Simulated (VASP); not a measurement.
Sn, 2 atoms in the cell. It takes space group Fd-3m (No. 227, cubic). Conventional cell: a = 6.570 Å, b = 6.570 Å, c = 6.570 Å, α = 90.00°, β = 90.00°, γ = 90.00°. Within 3.7 Å of Sn (site symmetry -43m) lie 4 Sn at 2.84 Å. 

```yaml
Program: VASP 6.6.1
Task: single point
Functional: r2SCAN
Potentials_or_basis: VASP PAW PBE potentials, release 64 (Sn_d)
Cutoff: 520 eV
k_mesh: 6 × 6 × 6
Occupations: gaussian, width 0.1 eV
Spin: no spin polarisation
Dipole_correction: no
Further_INCAR_settings: ALGO = Normal; EDIFF = 1e-06; NBANDS = 21
```

Potentials or basis: VASP PAW PBE potentials, release 64 (Sn_d).

The run is started by

```console
$ cat potpaw_PBE.64/Sn_d/POTCAR > POTCAR
$ cp INCAR.step1 INCAR
$ mpirun -np 1 vasp_std > vasp.out
$ cp INCAR.step2 INCAR
$ mpirun -np 1 vasp_std > vasp.out
```

Hardware: 1 thread of Intel Xeon 6975P-C, on a shared host.

**Question.** Estimate the wall time of this run.

**Answer.** Run time: 56 s on 1 thread of Intel Xeon 6975P-C (shared host), peak memory 0.21 GiB. Counts: k points 16.
